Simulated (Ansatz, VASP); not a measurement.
# Two plane-wave programs on Hf

The input INCAR:

```
SYSTEM = Hf
PREC = Accurate
ENCUT = 520
EDIFF = 1E-6
ISMEAR = 0
SIGMA = 0.15
LREAL = .FALSE.
LASPH = .TRUE.
NELM = 100
ALGO = Fast
ISIF = 2
LWAVE = .FALSE.
LCHARG = .TRUE.
GGA = PE
LELF = .TRUE.
LVHAR = .TRUE.
NBANDS = 17
```

The input KPOINTS:

```
Automatic mesh
0
G
  18 18 10
  0 0 0
```

The input POSCAR:

```
Hf
1.0
    3.1966985242      0.0000000000      0.0000000000
   -1.5983492621      2.7684221302      0.0000000000
    0.0000000000      0.0000000000      5.6268025000
Hf
2
Direct
    0.3333333333      0.6666666667      0.2500000000
    0.6666666667      0.3333333333      0.7500000000
```

Input for Ansatz:

```yaml
crystal:
  lattice:
    - [3.1966985242, 0.0, 0.0]
    - [-1.5983492621, 2.7684221302, 0.0]
    - [0.0, 0.0, 5.6268025]
  atoms:
    - { symbol: Hf, position: [0.3333333333, 0.6666666667, 0.25] }
    - { symbol: Hf, position: [0.6666666667, 0.3333333333, 0.75] }
basis:
  ecutwfc: 420
kpoints:
  mp_grid: { grid: [18, 18, 10] }
hamiltonian:
  xc: pbe
scf:
  occupations: { method: gaussian, width: 0.15 }
output:
  forces: true
  stress: true
  eigenvalues: true
```

Change from the starting cell: strain +0.1125 x Voigt [0, 0, 1, 0, 0, 0], atoms carried along.

Alike in both runs: task single point; functional PBE; k mesh 18 × 18 × 10; occupations gaussian, width 0.15 eV; no spin polarisation.

|  | VASP | Ansatz |
| --- | --- | --- |
| version | VASP 6.6.1 | Ansatz 0.2.0 |
| potentials or method | VASP PAW PBE potentials, release 64 (Hf_pv), cutoff 520 eV | scalar-relativistic, plane waves, PAW |
| valence electrons in the cell | 20 | 52 |

|  | VASP | Ansatz | Ansatz less VASP |
| --- | --- | --- | --- |
| gap on the k mesh at the Fermi level (eV) | none | none | - |
| pressure (GPa) | -9.2 | -8.8 | +0.38 |
| traceless stress, the component that is largest in VASP (GPa) | -6.82 | -6.86 | -0.040 |

A gap of «none» marks a metal or a gap that the smearing closes. With one functional, cell and mesh, what is left measures potentials, basis and numerics. VASP's potentials hold 20 valence electrons a cell and Ansatz's 52, so a difference there can come from the potentials and not from the codes.

Neither program's run includes spin-orbit coupling.
